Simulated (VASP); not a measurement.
# WSe2 in VASP: further runs, part 2 of 3

VASP 6.6.1.

## Step 3: Single point, r2SCAN (strain +0.4%)

Input file POSCAR:

```
WSe2
1.0
    3.3104015815      0.0000000000      0.0000000000
   -1.6552007907      2.8668918663      0.0000000000
    0.0000000000      0.0000000000      7.2130040201
W Se
1 2
Direct
    0.0000000000      0.0000000000      0.0000000000
    0.3333333333      0.6666666667      0.2303823983
    0.3333333333      0.6666666667      0.7696176017
```

Input file INCAR.step1:

```
SYSTEM = WSe2
PREC = Accurate
ENCUT = 520
ISMEAR = 0
SIGMA = 0.01
LREAL = .False.
LASPH = .True.
NELM = 100
NBANDS = 20
GGA = PE
ALGO = Normal
EDIFF = 1E-4
LWAVE = .True.
LCHARG = .False.
```

Input file INCAR.step2:

```
SYSTEM = WSe2
PREC = Accurate
ENCUT = 520
EDIFF = 1E-6
ISMEAR = 0
SIGMA = 0.01
LREAL = .False.
LASPH = .True.
NELM = 100
ALGO = Normal
ISIF = 2
LWAVE = .False.
LCHARG = .True.
METAGGA = R2SCAN
LMIXTAU = .True.
LELF = .True.
LVHAR = .True.
NBANDS = 20
ISTART = 1
```

Input file KPOINTS:

```
regular mesh
0
Gamma
  12 12 4
  0 0 0
```

Potentials or basis: VASP PAW PBE potentials, release 64 (W_sv, Se).

Run with:

```bash
cat potpaw_PBE.64/W_sv/POTCAR potpaw_PBE.64/Se/POTCAR > POTCAR
cp INCAR.step1 INCAR
mpirun -np 1 vasp_std > vasp.out
cp INCAR.step2 INCAR
mpirun -np 1 vasp_std > vasp.out
```

OUTCAR:

```text
SYSTEM = WSe2
   PREC = Accurate
   ENCUT = 520
   EDIFF = 1E-6
   ISMEAR = 0
   LREAL = .False.
   LASPH = .True.
   NELM = 100
   ISIF = 2
   METAGGA = R2SCAN
   ISTART = 1

 ion  position               nearest neighbor table
   1  0.000  0.000  0.000-   2 2.53   3 2.53   2 2.53   3 2.53   2 2.53   3 2.53
   2  0.333  0.667  0.230-   1 2.53   1 2.53   1 2.53
   3  0.333  0.667  0.770-   1 2.53   1 2.53   1 2.53

  LATTYP: Found a hexagonal cell.
 ALAT       =     3.3104015815
 C/A-ratio  =     2.1788909419

  Lattice vectors:

 A1 = (   3.3104015815,   0.0000000000,   0.0000000000)
 A2 = (  -1.6552007907,   2.8668918663,   0.0000000000)
 A3 = (   0.0000000000,   0.0000000000,   7.2130040201)

Analysis of symmetry for initial positions (statically):
=====================================================================
 Subroutine PRICEL returns:
 Original cell was already a primitive cell.

 Routine SETGRP: Setting up the symmetry group for a
 hexagonal supercell.

 Subroutine GETGRP returns: Found 12 space group operations
 (whereof 12 operations were pure point group operations)
 out of a pool of 24 trial point group operations.

The static configuration has the point symmetry D_3h.

Analysis of symmetry for dynamics (positions and initial velocities):
=====================================================================
 Subroutine PRICEL returns:
 Original cell was already a primitive cell.

 Routine SETGRP: Setting up the symmetry group for a
 hexagonal supercell.

 Subroutine GETGRP returns: Found 12 space group operations
 (whereof 12 operations were pure point group operations)
 out of a pool of 24 trial point group operations.

The dynamic configuration has the point symmetry D_3h.

 Subroutine INISYM returns: Found 12 space group operations
 (whereof 12 operations are pure point group operations),
 and found     1 'primitive' translations

----------------------------------------------------------------------------------------

                                     Primitive cell

  volume of cell :      68.4555

  direct lattice vectors                    reciprocal lattice vectors
     3.310401581  0.000000000  0.000000000     0.302078154  0.174404904  0.000000000
    -1.655200791  2.866891866  0.000000000     0.000000000  0.348809807  0.000000000
     0.000000000  0.000000000  7.213004020     0.000000000  0.000000000  0.138638492

  length of vectors
     3.310401581  3.310401581  7.213004020     0.348809807  0.348809807  0.138638492

  position of ions in fractional coordinates (direct lattice)
     0.000000000  0.000000000  0.000000000
     0.333333333  0.666666667  0.230382398
     0.333333333  0.666666667  0.769617602

  ion indices of the primitive-cell ions
   primitive index   ion index
                 1           1
                 2           2
                 3           3

----------------------------------------------------------------------------------------

 KPOINTS: regular mesh

Automatic generation of k-mesh.
 Grid dimensions read from file:
 generate k-points for:   12   12    4

 Generating k-lattice:

  Cartesian coordinates                     Fractional coordinates (reciprocal lattice)
     0.025173180  0.014533742  0.000000000     0.083333333  0.000000000  0.000000000
     0.000000000  0.029067484  0.000000000     0.000000000  0.083333333  0.000000000
     0.000000000  0.000000000  0.034659623     0.000000000  0.000000000  0.250000000

  Length of vectors
     0.029067484  0.029067484  0.034659623

  Shift w.r.t. Gamma in fractional coordinates (k-lattice)
     0.000000000  0.000000000  0.000000000

 Subroutine IBZKPT returns following result:
 ===========================================

 Found     57 irreducible k-points:

 Following reciprocal coordinates:
            Coordinates               Weight
  0.000000  0.000000  0.000000      1.000000
  0.083333  0.000000  0.000000      6.000000
  0.166667  0.000000  0.000000      6.000000
  0.250000  0.000000  0.000000      6.000000
  0.333333  0.000000  0.000000      6.000000
  0.416667  0.000000  0.000000      6.000000
[... 16 lines left out ...]
  0.250000  0.000000  0.250000     12.000000
  0.333333  0.000000  0.250000     12.000000
 [... further k-points ...]
   k-points           NKPTS =     57   k-points in BZ     NKDIM =     57   number of bands    NBANDS=     20
   number of dos      NEDOS =    301   number of ions     NIONS =      3
   total plane-waves  NPLWV =  42336
   dimension x,y,z NGX =    28 NGY =   28 NGZ =   54
   dimension x,y,z NGXF=    56 NGYF=   56 NGZF=  108
   ions per type =               1   2
   NGX,Y,Z   is equivalent  to a cutoff of  14.06, 14.06, 12.45 a.u.
   NGXF,Y,Z  is equivalent  to a cutoff of  28.12, 28.12, 24.89 a.u.
 SYSTEM =  WSe2
   PREC   = accura    normal or accurate (medium, high low for compatibility)
   ISTART =      1    job   : 0-new  1-cont  2-samecut
   ICHARG =      0    charge: 1-file 2-atom 10-const
   ISPIN  =      1    spin polarized calculation?
   LNONCOLLINEAR =      F non collinear calculations
   LSORBIT =      F    spin-orbit coupling
   LASPH  =      T    aspherical Exc in radial PAW
   ENCUT  =  520.0 eV  38.22 Ry    6.18 a.u.   6.16  6.16 13.41*2*pi/ulx,y,z
   NELM   =    100;   NELMIN=  2; NELMDL=  0     # of ELM steps
   EDIFF  = 0.1E-05   stopping-criterion for ELM
   LREAL  =      F    real-space projection
   EDIFFG = 0.1E-04   stopping-criterion for IOM
   NSW    =      0    number of steps for IOM
   IBRION =     -1    ionic relax: 0-MD 1-quasi-New 2-CG
   NFREE  =      0    steps in history (QN), initial steepest desc. (CG)
   ISIF   =      2    stress and relaxation
   ISYM   =      2    0-nonsym 1-usesym 2-fastsym
   POTIM  = 0.5000    time-step for ionic-motion
   TEBEG  =    0.0;   TEEND  =   0.0 temperature during run
   PSTRESS=    0.0 pullay stress
   NELECT =      26.0000    total number of electrons
   NUPDOWN=      -1.0000    fix difference up-down
   EMIN   =  10.00;   EMAX   =-10.00  energy-range for DOS
   EFERMI =   0.00;   METHOD = LEGACY
   ISMEAR =     0;   SIGMA  =   0.01  broadening in eV -4-tet -1-fermi 0-gaus
   EFERMI_NEDOS =   21; number of points for ismear=-14 and -15
   IALGO  =     38    algorithm
   IMIX   =      4    mixing-type and parameters
     AMIX     =   0.40;   BMIX     =  1.00
     AMIX_MAG =   1.60;   BMIX_MAG =  1.00
  volume/ion in A,a.u.               =      22.82       153.99
  Fermi-wavevector in a.u.,A,eV,Ry     =   1.185577  2.240416 19.124262  1.405594
  Thomas-Fermi vector in A             =   2.321768
   LORBIT       =      0    0 simple, 1 ext, 2 COOP (PROOUT), +10 PAW based schemes
   METAGGA = R2SCAN    functional components
   LHFCALC =     F    Hartree Fock is set to
   AEXX    =    0.0000 exact exchange contribution
   IVDW    =     0    specifies the selected vdW correction
   LEPSILON=     F    determine dielectric tensor
   LRPA    =     F    only Hartree local field effects (RPA)
 non-spin polarized calculation
 Gauss-broadening in eV      SIGMA  =   0.01
  energy-cutoff  :      520.00
  volume of cell :       68.46
 maximum number of plane-waves:      1874
 NGX is ok and might be reduce to    28
   NGX = 13   NGY = 13   NGZ = 27

 number of electron      25.9999999 magnetization

 Free energy of the ion-electron system (eV)
  ---------------------------------------------------
  ext. energy  EPLUGINS =         0.00000000
  ---------------------------------------------------
  free energy    TOTEN  =       -81.75766316 eV

  energy without entropy =      -81.75766316  energy(sigma->0) =      -81.75766316

 E-fermi :   4.8043     XC(G=0): -10.5280

 val. band max:        4.6350806863   @ k =   0.0000   0.0000   0.5000
 cond. band min:       6.1309106145   @ k =   0.1667   0.1667   0.0000
 fundamental gap:      1.4958299282
 Fermi energy:         4.8043093769

 k-point     1 :       0.0000    0.0000    0.0000
  band No.  band energies     occupation
      1     -71.4785      2.00000
      2     -35.0619      2.00000
      3     -34.9529      2.00000
      4     -34.9529      2.00000
      5     -10.9248      2.00000
      6      -9.4734      2.00000
[... 12 lines left out ...]
     19      12.1842      0.00000
     20      13.6380      0.00000
[... 507 lines left out ...]
 k-point    24 :       0.3333    0.0000    0.2500
  band No.  band energies     occupation
      1     -71.4704      2.00000
      2     -35.1290      2.00000
      3     -35.0271      2.00000
      4     -34.9945      2.00000
      5      -9.4942      2.00000
      6      -8.8609      2.00000
[... 12 lines left out ...]
     19      12.0798      0.00000
     20      13.0189      0.00000

 [... further k-points ...]
[... 5 lines left out ...]
  --------------------------------------------------------------------------------------
  -------------------------------------------------------------------------------------
  Total        0.2551847      0.2551847      0.4875688      0.0000000     -0.0000000      0.0000000
  in kB        5.9725121      5.9725121     11.4113846      0.0000000     -0.0000000      0.0000000
  external PRESSURE =       7.7854696 kB  Pullay stress =       0.0000000 kB

 VOLUME and BASIS-vectors are now :
 -----------------------------------------------------------------------------
  energy-cutoff  :      520.00
  volume of cell :       68.46
      direct lattice vectors                 reciprocal lattice vectors
     3.310401581  0.000000000  0.000000000     0.302078154  0.174404904  0.000000000
    -1.655200791  2.866891866  0.000000000     0.000000000  0.348809807  0.000000000
     0.000000000  0.000000000  7.213004020     0.000000000  0.000000000  0.138638492

 POSITION                                       TOTAL-FORCE (eV/Angst)
 -----------------------------------------------------------------------------------
      0.00000      0.00000      0.00000         0.000000     -0.000000      0.000000
     -0.00000      1.91126      1.66175        -0.000000      0.000000      0.023381
     -0.00000      1.91126      5.55125         0.000000      0.000000     -0.023381
 -----------------------------------------------------------------------------------
    total drift:                                0.000000     -0.000000     -0.000000

  FREE ENERGIE OF THE ION-ELECTRON SYSTEM (eV)
  ---------------------------------------------------
  free  energy   TOTEN  =       -81.7576631615 eV

  energy  without entropy=      -81.7576631615  energy(sigma->0) =      -81.75766316
```

Run time: 5.1 min. Hardware: 1 thread of Intel Xeon Platinum 8259CL at 2.50GHz (Skylake/Cascade Lake), shared host; peak memory 0.25 GiB.

Results:

| Quantity | Value |
| --- | --- |
| Free energy | -81.7577 eV |
| Pressure | 0.8 GPa |
| Largest force | 0.023 eV/Å |
| Band gap on the k mesh | 1.50 eV, indirect (least direct gap 1.62 eV) |

Forces on the atoms (eV/Å):
```
W    0.000  0.000  0.000
Se   0.000  0.000  0.023
Se   0.000  0.000 -0.023
```

Levels at points of the mesh, in eV from the valence-band top:
| k point | band 9 | band 10 | band 11 | band 12 | band 13 | band 14 | band 15 | band 16 | band 17 | band 18 |
| --- | --- | --- | --- | --- | --- | --- | --- | --- | --- | --- |
| (0.00, 0.00, 0.00) | -2.67 | -1.68 | -1.49 | -1.49 | -0.72 | 3.01 | 3.01 | 3.12 | 3.12 | 4.90 |
| (0.50, 0.00, 0.00) | -4.67 | -3.30 | -2.03 | -1.28 | -1.24 | 2.40 | 2.68 | 4.22 | 4.30 | 4.61 |
| (0.00, 0.00, 0.50) | -2.66 | -2.66 | -1.50 | -1.50 | 0.00 | 2.95 | 2.95 | 3.20 | 3.20 | 5.63 |
| (0.50, 0.00, 0.50) | -4.34 | -3.33 | -2.69 | -1.18 | -1.01 | 2.41 | 2.86 | 3.59 | 4.44 | 5.15 |

Caveat: the cell differs from its parent crystal (strain +0.4%); the PAW data sets were made with another functional, which shifts forces and pressure a little; spin-orbit coupling is left out, which moves the levels of the heavy elements.

## Step 4: Single point, PBE (uniaxial y strain -3.8%)

Input file INCAR:

```
SYSTEM = WSe2
PREC = Accurate
ENCUT = 520
EDIFF = 1E-6
ISMEAR = -1
SIGMA = 0.02
LREAL = .False.
LASPH = .True.
NELM = 60
ALGO = Normal
ISIF = 2
LWAVE = .False.
LCHARG = .False.
GGA = PE
NBANDS = 20
```

Input file KPOINTS:

```
Automatic mesh
0
Gamma
  12 12 4
  0 0 0
```

Input file POSCAR:

```
WSe2
1.0
    3.2972127305      0.0000000000      0.0000000000
   -1.6486063653      2.7478187678      0.0000000000
    0.0000000000      0.0000000000      7.1842669523
W Se
1 2
Direct
   -0.0017836941     -0.0035673881      0.0000000000
    0.3342251804      0.6684503608      0.2350039246
    0.3342251804      0.6684503608      0.7649960754
```

Run with:

```bash
cat potpaw_PBE.64/W_sv/POTCAR potpaw_PBE.64/Se/POTCAR > POTCAR
mpirun -np 1 vasp_std > vasp.out
```

Wall time 2.6 min (1 thread of Intel Xeon Platinum 8259CL at 2.50GHz (Skylake/Cascade Lake), shared host); peak memory 0.29 GiB.

The run converged. Its results:

| Quantity | Value |
| --- | --- |
| Free energy | -21.4981 eV |
| Pressure | 6.6 GPa |
| Largest force | 0.364 eV/Å |
| Band gap on the k mesh | 1.27 eV, indirect (least direct gap 1.80 eV) |

Forces in eV/Å, atoms in the order of the input:
```
W    0.000 -0.039  0.000
Se   0.000  0.020  0.364
Se   0.000  0.020 -0.364
```

Stress tensor (GPa, compression positive):
```
 4.48  0.00  0.00
 0.00 10.57  0.00
 0.00  0.00  4.90
```

Levels at points of the mesh, in eV from the valence-band top:
```csv
k point,band 9,band 10,band 11,band 12,band 13,band 14,band 15,band 16,band 17,band 18
"(0.00, 0.00, 0.00)",-2.08,-1.74,-1.26,-0.98,-0.97,3.01,3.02,3.25,3.40,4.79
"(0.50, 0.00, 0.00)",-4.55,-2.86,-2.07,-1.36,-0.69,2.49,2.72,4.19,4.19,4.65
"(0.00, 0.50, 0.00)",-4.50,-3.31,-1.93,-1.16,-1.15,2.63,2.69,4.00,4.41,4.45
"(0.00, 0.00, 0.50)",-2.53,-2.07,-1.28,-0.99,-0.17,2.96,3.09,3.18,3.48,5.57
"(0.50, 0.00, 0.50)",-4.21,-2.93,-2.73,-1.01,-0.62,2.53,3.07,3.39,4.47,4.96
"(0.00, 0.50, 0.50)",-4.17,-3.33,-2.62,-1.09,-0.82,2.70,3.03,3.26,4.25,5.09
```

Caveat: the cell differs from its parent crystal (uniaxial y strain -3.8%); spin-orbit coupling is left out, which moves the levels of the heavy elements; this functional lacks dispersion, which binds the layers, so the pressure and a relaxed spacing across them are unreliable.

(Part 2 of 3 ends here.)
